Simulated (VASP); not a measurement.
# BiTe in VASP: single point with PBE

Aim: the single point of BiTe with PBE.

All numbers are computed with VASP 6.6.1; they aren't measurements. Logs are shortened: lines on timing, memory, paths and dates and some standing lists are left out, and cuts for length are marked.

### Step 1. The cell of the first run

The cell holds a slab with vacuum, 6 atoms: a = 4.598 Å, b = 4.598 Å, c = 23.502 Å, α = 90.00°, β = 90.00°, γ = 90.00°.

### Step 2. Single point, PBE

Contents of INCAR:

```
  PREC = Accurate
  ENCUT = 520
  EDIFF = 1E-7
  ISMEAR = 0
  SIGMA = 0.1
  LREAL = F
  LASPH = T
  NELM = 60
  ALGO = Normal
  ISIF = 2
  LWAVE = F
  LCHARG = F
  LDIPOL = T
  IDIPOL = 3
  DIPOL = 0.5 0.5 0.497
  GGA = PE
  NBANDS = 40
```

Contents of KPOINTS:

```
Automatic mesh
0
Gamma
  6 6 1
```

Contents of POSCAR:

```
BiTe
1.0
    4.5978828787      0.0000000000      0.0000000000
    0.0000000000      4.5978828787      0.0000000000
    0.0000000000      0.0000000000     23.5023883252
Bi Te
3 3
Direct
    0.5000000000      0.5000000000      0.3616653713
    0.0000000000      0.0000000000      0.4966048728
    0.5000000000      0.5000000000      0.6321693677
    0.0000000000      0.0000000000      0.3616653713
    0.5000000000      0.5000000000      0.4973032805
    0.0000000000      0.0000000000      0.6300501899
```

Potentials or basis: VASP PAW PBE potentials, release 64 (Bi_d, Te).

The run is started by

```bash
cat potpaw_PBE.64/Bi_d/POTCAR potpaw_PBE.64/Te/POTCAR > POTCAR
mpirun -np 1 vasp_std > vasp.out
```

OUTCAR:

```text
PREC = Accurate
   ENCUT = 520
   EDIFF = 1E-7
   ISMEAR = 0
   LREAL = F
   LASPH = T
   NELM = 60
   ISIF = 2
   GGA = PE

 ion  position               nearest neighbor table
   1  0.500  0.500  0.362-   5 3.19   4 3.25   4 3.25   4 3.25   4 3.25
   2  0.000  0.000  0.497-   6 3.14   4 3.17   5 3.25   5 3.25   5 3.25   5 3.25
   3  0.500  0.500  0.632-   5 3.17   6 3.25   6 3.25   6 3.25   6 3.25
   4  0.000  0.000  0.362-   2 3.17   1 3.25   1 3.25   1 3.25   1 3.25
   5  0.500  0.500  0.497-   3 3.17   1 3.19   2 3.25   2 3.25   2 3.25   2 3.25
   6  0.000  0.000  0.630-   2 3.14   3 3.25   3 3.25   3 3.25   3 3.25

  LATTYP: Found a simple tetragonal cell.
 ALAT       =     4.5978828787
 C/A-ratio  =     5.1115674203

  Lattice vectors:

 A1 = (   4.5978828787,   0.0000000000,   0.0000000000)
 A2 = (   0.0000000000,   4.5978828787,   0.0000000000)
 A3 = (   0.0000000000,   0.0000000000,  23.5023883252)

Analysis of symmetry for initial positions (statically):
=====================================================================
 Subroutine PRICEL returns:
 Original cell was already a primitive cell.

 Routine SETGRP: Setting up the symmetry group for a
 simple tetragonal supercell.

 Subroutine GETGRP returns: Found  8 space group operations
 (whereof  8 operations were pure point group operations)
 out of a pool of 16 trial point group operations.

The static configuration has the point symmetry C_4v.

Analysis of symmetry for dynamics (positions and initial velocities):
=====================================================================
 Subroutine PRICEL returns:
 Original cell was already a primitive cell.

 Routine SETGRP: Setting up the symmetry group for a
 simple tetragonal supercell.

 Subroutine GETGRP returns: Found  8 space group operations
 (whereof  8 operations were pure point group operations)
 out of a pool of 16 trial point group operations.

The dynamic configuration has the point symmetry C_4v.

 Subroutine INISYM returns: Found  8 space group operations
 (whereof  8 operations are pure point group operations),
 and found     1 'primitive' translations

----------------------------------------------------------------------------------------

                                     Primitive cell

  volume of cell :     496.8529

  direct lattice vectors                    reciprocal lattice vectors
     4.597882879  0.000000000  0.000000000     0.217491403  0.000000000  0.000000000
     0.000000000  4.597882879  0.000000000     0.000000000  0.217491403  0.000000000
     0.000000000  0.000000000 23.502388325     0.000000000  0.000000000  0.042548867

  length of vectors
     4.597882879  4.597882879 23.502388325     0.217491403  0.217491403  0.042548867

  position of ions in fractional coordinates (direct lattice)
     0.500000000  0.500000000  0.361665371
     0.000000000  0.000000000  0.496604873
     0.500000000  0.500000000  0.632169368
     0.000000000  0.000000000  0.361665371
     0.500000000  0.500000000  0.497303280
     0.000000000  0.000000000  0.630050190

  ion indices of the primitive-cell ions
   primitive index   ion index
                 1           1
                 2           2
                 3           3
                 4           4
                 5           5
                 6           6

----------------------------------------------------------------------------------------

 KPOINTS: Automatic mesh

Automatic generation of k-mesh.
 Grid dimensions read from file:
 generate k-points for:    6    6    1

 Generating k-lattice:

  Cartesian coordinates                     Fractional coordinates (reciprocal lattice)
     0.036248567  0.000000000  0.000000000     0.166666667  0.000000000  0.000000000
     0.000000000  0.036248567  0.000000000     0.000000000  0.166666667  0.000000000
     0.000000000  0.000000000  0.042548867     0.000000000  0.000000000  1.000000000

  Length of vectors
     0.036248567  0.036248567  0.042548867

  Shift w.r.t. Gamma in fractional coordinates (k-lattice)
     0.000000000  0.000000000  0.000000000

 Subroutine IBZKPT returns following result:
 ===========================================

 Found     10 irreducible k-points:

 Following reciprocal coordinates:
            Coordinates               Weight
  0.000000  0.000000  0.000000      1.000000
  0.166667  0.000000  0.000000      4.000000
  0.333333  0.000000  0.000000      4.000000
  0.500000  0.000000  0.000000      2.000000
  0.166667  0.166667  0.000000      4.000000
  0.333333  0.166667  0.000000      8.000000
  0.500000  0.166667  0.000000      4.000000
  0.333333  0.333333  0.000000      4.000000
  0.500000  0.333333  0.000000      4.000000
  0.500000  0.500000  0.000000      1.000000
   k-points           NKPTS =     10   k-points in BZ     NKDIM =     10   number of bands    NBANDS=     40
   number of dos      NEDOS =    301   number of ions     NIONS =      6
   total plane-waves  NPLWV = 233280
   dimension x,y,z NGX =    36 NGY =   36 NGZ =  180
   dimension x,y,z NGXF=    72 NGYF=   72 NGZF=  360
   ions per type =               3   3
   NGX,Y,Z   is equivalent  to a cutoff of  13.02, 13.02, 12.73 a.u.
   NGXF,Y,Z  is equivalent  to a cutoff of  26.03, 26.03, 25.46 a.u.
 SYSTEM =  unknown system
   PREC   = accura    normal or accurate (medium, high low for compatibility)
   ISTART =      0    job   : 0-new  1-cont  2-samecut
   ICHARG =      2    charge: 1-file 2-atom 10-const
   ISPIN  =      1    spin polarized calculation?
   LNONCOLLINEAR =      F non collinear calculations
   LSORBIT =      F    spin-orbit coupling
   LASPH  =      T    aspherical Exc in radial PAW
   ENCUT  =  520.0 eV  38.22 Ry    6.18 a.u.   8.55  8.55 43.70*2*pi/ulx,y,z
   NELM   =     60;   NELMIN=  2; NELMDL= -5     # of ELM steps
   EDIFF  = 0.1E-06   stopping-criterion for ELM
   LREAL  =      F    real-space projection
   EDIFFG = 0.1E-05   stopping-criterion for IOM
   NSW    =      0    number of steps for IOM
   IBRION =     -1    ionic relax: 0-MD 1-quasi-New 2-CG
   NFREE  =      0    steps in history (QN), initial steepest desc. (CG)
   ISIF   =      2    stress and relaxation
   ISYM   =      2    0-nonsym 1-usesym 2-fastsym
   POTIM  = 0.5000    time-step for ionic-motion
   TEBEG  =    0.0;   TEEND  =   0.0 temperature during run
   PSTRESS=    0.0 pullay stress
   NELECT =      63.0000    total number of electrons
   NUPDOWN=      -1.0000    fix difference up-down
   EMIN   =  10.00;   EMAX   =-10.00  energy-range for DOS
   EFERMI =   0.00;   METHOD = LEGACY
   ISMEAR =     0;   SIGMA  =   0.10  broadening in eV -4-tet -1-fermi 0-gaus
   EFERMI_NEDOS =   21; number of points for ismear=-14 and -15
   IALGO  =     38    algorithm
   IMIX   =      4    mixing-type and parameters
     AMIX     =   0.40;   BMIX     =  1.00
     AMIX_MAG =   1.60;   BMIX_MAG =  1.00
  volume/ion in A,a.u.               =      82.81       558.82
  Fermi-wavevector in a.u.,A,eV,Ry     =   0.822456  1.554216  9.203430  0.676433
  Thomas-Fermi vector in A             =   1.933794
   LORBIT       =      0    0 simple, 1 ext, 2 COOP (PROOUT), +10 PAW based schemes
   GGA     = PE    functional components
   LHFCALC =     F    Hartree Fock is set to
   AEXX    =    0.0000 exact exchange contribution
   IVDW    =     0    specifies the selected vdW correction
   LEPSILON=     F    determine dielectric tensor
   LRPA    =     F    only Hartree local field effects (RPA)
 non-spin polarized calculation
 Gauss-broadening in eV      SIGMA  =   0.10
  energy-cutoff  :      520.00
  volume of cell :      496.85
 maximum number of plane-waves:     13423
 NGX is ok and might be reduce to    36
   NGX = 17   NGY = 17   NGZ = 87

 dipolmoment           0.000000      0.000000      0.027572 electrons x Angstroem

 number of electron      63.0000003 magnetization

 dipolmoment           0.000000      0.000000     -0.005441 electrons x Angstroem

 Free energy of the ion-electron system (eV)
  ---------------------------------------------------
  ext. energy  EPLUGINS =         0.00000000
  ---------------------------------------------------
  free energy    TOTEN  =       -21.03658967 eV

  energy without entropy =      -20.99466124  energy(sigma->0) =      -21.01562546

 E-fermi :   0.1850     XC(G=0):  -4.3863

 val. band max:        0.1364384336   @ k =   0.5000   0.0000   0.0000
 cond. band min:       0.1954484269   @ k =   0.3333   0.0000   0.0000
 fundamental gap:      0.0590099933
 Fermi energy:         0.1849644823

 k-point     1 :       0.0000    0.0000    0.0000
  band No.  band energies     occupation
      1     -23.0141      2.00000
      2     -22.9836      2.00000
      3     -22.9836      2.00000
      4     -22.9341      2.00000
      5     -22.9335      2.00000
      6     -22.8676      2.00000
[... 32 lines left out ...]
     39       3.6572      0.00000
     40       3.6575      0.00000

 k-point     2 :       0.1667    0.0000    0.0000
  band No.  band energies     occupation
      1     -23.0132      2.00000
      2     -22.9841      2.00000
      3     -22.9836      2.00000
      4     -22.9348      2.00000
      5     -22.9327      2.00000
      6     -22.8662      2.00000
[... 32 lines left out ...]
     39       3.5141      0.00000
     40       3.5906      0.00000

 k-point     3 :       0.3333    0.0000    0.0000
  band No.  band energies     occupation
      1     -23.0116      2.00000
      2     -22.9850      2.00000
      3     -22.9835      2.00000
      4     -22.9372      2.00000
      5     -22.9299      2.00000
      6     -22.8684      2.00000
[... 32 lines left out ...]
     39       2.7997      0.00000
     40       4.5095      0.00000

 k-point     4 :       0.5000    0.0000    0.0000
  band No.  band energies     occupation
      1     -23.0108      2.00000
      2     -22.9855      2.00000
      3     -22.9835      2.00000
      4     -22.9384      2.00000
      5     -22.9285      2.00000
      6     -22.8695      2.00000
[... 32 lines left out ...]
     39       1.9829      0.00000
     40       5.3528      0.00000

 k-point     5 :       0.1667    0.1667    0.0000
  band No.  band energies     occupation
      1     -23.0124      2.00000
      2     -22.9841      2.00000
      3     -22.9840      2.00000
      4     -22.9360      2.00000
      5     -22.9314      2.00000
      6     -22.8673      2.00000
[... 32 lines left out ...]
     39       3.5911      0.00000
     40       4.1352      0.00000

 k-point     6 :       0.3333    0.1667    0.0000
  band No.  band energies     occupation
      1     -23.0109      2.00000
      2     -22.9850      2.00000
      3     -22.9840      2.00000
      4     -22.9386      2.00000
      5     -22.9285      2.00000
      6     -22.8698      2.00000
[... 32 lines left out ...]
     39       3.2993      0.00000
     40       4.3012      0.00000

 k-point     7 :       0.5000    0.1667    0.0000
  band No.  band energies     occupation
      1     -23.0101      2.00000
      2     -22.9854      2.00000
      3     -22.9839      2.00000
      4     -22.9399      2.00000
      5     -22.9271      2.00000
      6     -22.8710      2.00000
[... 32 lines left out ...]
     39       2.0859      0.00000
     40       4.7145      0.00000

 k-point     8 :       0.3333    0.3333    0.0000
  band No.  band energies     occupation
      1     -23.0094      2.00000
      2     -22.9849      2.00000
      3     -22.9849      2.00000
      4     -22.9415      2.00000
      5     -22.9257      2.00000
      6     -22.8725      2.00000
[... 32 lines left out ...]
     39       4.0360      0.00000
     40       4.5054      0.00000

 k-point     9 :       0.5000    0.3333    0.0000
  band No.  band energies     occupation
      1     -23.0087      2.00000
      2     -22.9853      2.00000
      3     -22.9848      2.00000
      4     -22.9430      2.00000
      5     -22.9242      2.00000
      6     -22.8738      2.00000
[... 32 lines left out ...]
     39       3.7295      0.00000
     40       4.0679      0.00000

 k-point    10 :       0.5000    0.5000    0.0000
  band No.  band energies     occupation
      1     -23.0080      2.00000
      2     -22.9853      2.00000
      3     -22.9853      2.00000
      4     -22.9445      2.00000
      5     -22.9228      2.00000
      6     -22.8753      2.00000
[... 32 lines left out ...]
     39       4.4650      0.00000
     40       4.9024      0.00000

------------------------ aborting loop because EDIFF is reached ----------------------------------------

 vacuum level on the upper side and lower side of the slab       (xc-potential included)        -0.082        -0.043

  FORCE on cell =-STRESS in cart. coord.  units (eV):
  Direction    XX          YY          ZZ          XY          YZ          ZX
  --------------------------------------------------------------------------------------
  -------------------------------------------------------------------------------------
  Total       -1.1398653     -1.1398653     -0.1484249      0.0000000      0.0000000      0.0000000
  in kB       -3.6756684     -3.6756684     -0.4786187      0.0000000      0.0000000      0.0000000
  external PRESSURE =      -2.6099852 kB  Pullay stress =       0.0000000 kB

 VOLUME and BASIS-vectors are now :
 -----------------------------------------------------------------------------
  energy-cutoff  :      520.00
  volume of cell :      496.85
      direct lattice vectors                 reciprocal lattice vectors
     4.597882879  0.000000000  0.000000000     0.217491403  0.000000000  0.000000000
     0.000000000  4.597882879  0.000000000     0.000000000  0.217491403  0.000000000
     0.000000000  0.000000000 23.502388325     0.000000000  0.000000000  0.042548867

 POSITION                                       TOTAL-FORCE (eV/Angst)
 -----------------------------------------------------------------------------------
      2.29894      2.29894      8.50000         0.000000     -0.000000     -0.000719
      0.00000      0.00000     11.67140         0.000000      0.000000     -0.024918
      2.29894      2.29894     14.85749        -0.000000      0.000000      0.000551
      0.00000      0.00000      8.50000         0.000000      0.000000      0.041710
      2.29894      2.29894     11.68781         0.000000     -0.000000     -0.026447
      0.00000      0.00000     14.80768         0.000000      0.000000      0.009823
 -----------------------------------------------------------------------------------
    total drift:                                0.000000      0.000000     -0.000629

  FREE ENERGIE OF THE ION-ELECTRON SYSTEM (eV)
  ---------------------------------------------------
  free  energy   TOTEN  =       -21.0365896700 eV

  energy  without entropy=      -20.9946612445  energy(sigma->0) =      -21.01562546

 vacuum level on the upper side and lower side of the slab         4.315         4.354
```

Run time: 6.2 min. Hardware: 1 thread of Intel Xeon Platinum 8259CL at 2.50GHz (Skylake/Cascade Lake), shared host; peak memory 0.6 GiB.

Results:

```yaml
Free_energy: -21.0366 eV
Largest_force: 0.042 eV/Å
```

Forces in eV/Å, atoms in the order of the input:
```
Bi   0.000  0.000 -0.001
Bi   0.000  0.000 -0.025
Bi   0.000  0.000  0.001
Te   0.000  0.000  0.042
Te   0.000  0.000 -0.026
Te   0.000  0.000  0.010
```

Levels at points of the mesh, in eV from the Fermi level:
```csv
k point,band 27,band 28,band 29,band 30,band 31,band 32,band 33,band 34,band 35,band 36
"(0.00, 0.00, 0.00)",-2.58,-2.54,-2.54,-1.76,0.44,0.98,2.28,2.28,2.55,2.90
"(0.50, 0.00, 0.00)",-1.79,-1.65,-1.55,-1.45,-0.57,-0.51,-0.39,-0.20,-0.17,-0.06
"(0.50, 0.50, 0.00)",-4.02,-3.15,-3.15,-1.35,-0.11,2.09,2.20,3.02,3.02,3.59
```

Caveat: spin-orbit coupling is left out, which moves the levels of the heavy elements.
